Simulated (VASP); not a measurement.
Set up this calculation in VASP 6.6.1, as the native input.

```yaml
Task: single point
Functional: r2SCAN
Dispersion: D3(BJ)
Potentials_or_basis: VASP PAW PBE potentials, release 64 (I)
Cutoff: 520 eV
k_mesh: 9 × 9 × 9
Occupations: fermi-dirac, width 0.05 eV
Spin: no spin polarisation
Dipole_correction: no
Further_INCAR_settings: ALGO = Normal; EDIFF = 1e-06; NBANDS = 10
```

I:

```
I
1.0
     0.00000    2.33363    3.85700
     2.16262    0.00000    3.85700
     2.16262    2.33363    0.00000
I
1
Direct
  0.00000 0.00000 0.00000
```

One way to write it, as run:

POSCAR

```
I
1.0
    0.0000000000      2.3336289500      3.8569979773
    2.1626168959      0.0000000000      3.8569979773
    2.1626168959      2.3336289500      0.0000000000
I
1
Direct
    0.0000000000      0.0000000000      0.0000000000
```

INCAR.step1

```
SYSTEM = I
PREC     = Accurate       ! precision mode
ENCUT    = 520            ! plane-wave cutoff, eV
ISMEAR   = -1             ! smearing method
SIGMA    = 0.05           ! smearing width, eV
LREAL    = .False.        ! projectors in reciprocal space
LASPH    = .True.         ! aspherical terms in the spheres
NELM     = 60             ! most SCF steps
NBANDS   = 10             ! bands
GGA      = PE             ! functional
ALGO     = Normal         ! electronic algorithm
EDIFF    = 1E-4           ! SCF threshold, eV
LWAVE    = .True.         ! write WAVECAR
LCHARG   = .False.        ! write CHGCAR
```

INCAR.step2

```
SYSTEM = I
PREC     = Accurate       ! precision mode
ENCUT    = 520            ! plane-wave cutoff, eV
EDIFF    = 1E-6           ! SCF threshold, eV
ISMEAR   = -1             ! smearing method
SIGMA    = 0.05           ! smearing width, eV
LREAL    = .False.        ! projectors in reciprocal space
LASPH    = .True.         ! aspherical terms in the spheres
NELM     = 60             ! most SCF steps
ALGO     = Normal         ! electronic algorithm
ISIF     = 2              ! what is computed and relaxed
LWAVE    = .False.        ! write WAVECAR
LCHARG   = .False.        ! write CHGCAR
METAGGA  = R2SCAN         ! meta-GGA
LMIXTAU  = .True.       
IVDW     = 12             ! dispersion correction
VDW_S6   = 1.0          
VDW_S8   = 0.78981345   
VDW_A1   = 0.49484001   
VDW_A2   = 5.73083694   
NBANDS   = 10             ! bands
ISTART   = 1
```

KPOINTS

```
regular mesh
0
Gamma
  9 9 9
  0 0 0
```

Potentials or basis: VASP PAW PBE potentials, release 64 (I).

Command:

```bash
$ cat potpaw_PBE.64/I/POTCAR > POTCAR
$ cp INCAR.step1 INCAR
$ mpirun -np 1 vasp_std > vasp.out
$ cp INCAR.step2 INCAR
$ mpirun -np 1 vasp_std > vasp.out
```

It gave:

```
Pressure                   : 0.5 GPa
Band gap on the k mesh     : zero (an odd number of electrons rules out a gap without spin polarisation)
Dispersion energy per atom : -0.158 eV
```

Caveat: the PAW data sets were made with another functional, which shifts forces and pressure a little; spin-orbit coupling is left out, which moves the levels of the heavy elements; an odd number of electrons without spin polarisation forces a metal; a magnetic or distorted state may lie lower.

It took 3.5 min on 1 thread of Intel Xeon 8259CL, on a shared host, peak memory 0.21 GiB.
